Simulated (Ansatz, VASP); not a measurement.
## ZnS in VASP and in Ansatz

Contents of INCAR:

```
SYSTEM = ZnS
  ALGO = Normal
  EDIFF = 1E-8
  ENCUT = 520
  GGA = PE
  ISIF = 2
  ISMEAR = -1
  LASPH = .True.
  LCHARG = .False.
  LEFG = .True.
  LREAL = Auto
  LWAVE = .False.
  NBANDS = 86
  NELM = 100
  PREC = Accurate
  SIGMA = 0.02
```

Contents of KPOINTS:

```
k-points
0
Gamma
  8 8 2
  0 0 0
```

The input POSCAR:

```
ZnS
1.0
    3.8050880673      0.0000000000      0.0000000000
   -1.9025440336      3.2953029299      0.0000000000
    0.0000000000      0.0000000000     24.9159345000
Zn S
8 8
Direct
    0.3333333333      0.6666666667      0.1251184100
    0.0000000000      0.0000000000      0.0001589700
    0.6666666667      0.3333333333      0.6250474700
    0.6666666667      0.3333333333      0.8751387000
    0.0000000000      0.0000000000      0.7500222700
    0.3333333333      0.6666666667      0.5000781600
    0.0000000000      0.0000000000      0.3750879400
    0.6666666667      0.3333333333      0.2501284900
    0.6666666667      0.3333333333      0.3437219900
    0.6666666667      0.3333333333      0.7185811600
    0.3333333333      0.6666666667      0.2187340500
    0.0000000000      0.0000000000      0.8436723900
    0.6666666667      0.3333333333      0.9688127500
    0.0000000000      0.0000000000      0.0977395559
    0.3333333333      0.6666666667      0.5936859800
    0.0000000000      0.0000000000      0.4686862100
```

Input for Ansatz:

```yaml
crystal:
  lattice:
    - [3.8050880673, 0.0, 0.0]
    - [-1.9025440336, 3.2953029299, 0.0]
    - [0.0, 0.0, 24.9159345]
  atoms:
    - { symbol: Zn, position: [0.3333333333, 0.6666666667, 0.12511841] }
    - { symbol: Zn, position: [0.0, 0.0, 0.00015897] }
    - { symbol: Zn, position: [0.6666666667, 0.3333333333, 0.62504747] }
    - { symbol: Zn, position: [0.6666666667, 0.3333333333, 0.8751387] }
    - { symbol: Zn, position: [0.0, 0.0, 0.75002227] }
    - { symbol: Zn, position: [0.3333333333, 0.6666666667, 0.50007816] }
    - { symbol: Zn, position: [0.0, 0.0, 0.37508794] }
    - { symbol: Zn, position: [0.6666666667, 0.3333333333, 0.25012849] }
    - { symbol: S, position: [0.6666666667, 0.3333333333, 0.34372199] }
    - { symbol: S, position: [0.6666666667, 0.3333333333, 0.71858116] }
    - { symbol: S, position: [0.3333333333, 0.6666666667, 0.21873405] }
    - { symbol: S, position: [0.0, 0.0, 0.84367239] }
    - { symbol: S, position: [0.6666666667, 0.3333333333, 0.96881275] }
    - { symbol: S, position: [0.0, 0.0, 0.0977395559] }
    - { symbol: S, position: [0.3333333333, 0.6666666667, 0.59368598] }
    - { symbol: S, position: [0.0, 0.0, 0.46868621] }
kpoints:
  mp_grid: { grid: [8, 8, 2] }
scf:
  occupations: { method: fermi_dirac, width: 0.02 }
hamiltonian:
  xc: pbe
  pseudopotentials: { kind: paw }
output:
  forces: true
  stress: true
  populations: true
  efg:
    quadrupole_moments_barn: { Zn: 0.122, S: -0.0694 }
    contact_densities: true
  write_density: true
  write_potential: true
  elf: true
  volumetric_format: npy
```

Alike in both runs: task electric field gradients; functional PBE; k mesh 8 × 8 × 2; occupations fermi-dirac, width 0.02 eV; no spin polarisation.

```csv
,VASP,Ansatz
version,VASP 6.6.1,Ansatz 0.2.0
potentials or method,"VASP PAW PBE potentials, release 64 (Zn, S)","plane-wave PAW, scalar-relativistic"
plane-wave cutoff (eV),520,420
valence electrons in the cell,144,144
```

VASP gave:

- gap on the k mesh at the Fermi level (eV): 2.11
- pressure (GPa): 2.6
- traceless stress, the component that is largest in VASP (GPa): -0.35
- rms of the force components (eV/Å): 0.156
- size of Vzz on the site where it differs most (V/Å²): 14.5

Question: Which values does Ansatz return?

Answer: gap on the k mesh at the Fermi level (eV): 2.10; pressure (GPa): 2.5; traceless stress, the component that is largest in VASP (GPa): -0.35; rms of the force components (eV/Å): 0.155; size of Vzz on the site where it differs most (V/Å²): 12.9.

Atom by atom the forces differ by 0.002 eV/Å (rms over components). With one functional, cell and mesh, what is left measures potentials, basis and numerics.
